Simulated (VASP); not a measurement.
Li:

```xyz
4
Lattice="4.4200 0.0000 0.0000 0.0000 4.4200 0.0000 0.0000 0.0000 4.4200" Properties=species:S:1:pos:R:3 pbc="T T T"
Li    0.0000    0.0000    0.0000
Li    0.0000    2.2100    2.2100
Li    2.2100    0.0000    2.2100
Li    2.2100    2.2100    0.0000
```

| Property | Result |
| --- | --- |
| Program | VASP 6.6.1 |
| Task | relaxation of volume and atoms at fixed shape |
| Functional | PBEsol |
| Potentials or basis | VASP PAW PBE potentials, release 64 (Li_sv) |
| Cutoff | 600 eV |
| k mesh | 6 × 6 × 6 |
| Occupations | fermi-dirac, width 0.1 eV |
| Spin | no spin polarisation |

At the start: pressure -0.9 GPa; volume 21.59 Å³/atom.

Task: Where does the relaxation end?

Result: Over 3 steps the energy falls by 4.7 meV/atom and the volume is 20.10 Å³/atom (-6.9 %); space group Fm-3m (No. 225, to 0.05 Å).

The path:
| step | energy change (eV) | largest force (eV/Å) | pressure (GPa) | volume (Å³) |
| --- | --- | --- | --- | --- |
| 1 | 0.0000 | 0.0000 | -0.90 | 86.35 |
| 2 | -0.0076 | 0.0000 | -0.71 | 84.84 |
| 3 | -0.0189 | 0.0000 | -0.07 | 80.40 |

Final structure:
```
Li
1.0
     4.31604    0.00000    0.00000
     0.00000    4.31604    0.00000
     0.00000    0.00000    4.31604
Li
4
Direct
  0.00000 0.00000 0.00000
  0.00000 0.50000 0.50000
  0.50000 0.00000 0.50000
  0.50000 0.50000 0.00000
```

Caveat: the cutoff is under 1.25 times the usual one of these potentials, so pressure, stress and relaxed cells hold a basis-set (Pulay) error; the PAW data sets were made with another functional, which shifts forces and pressure a little.
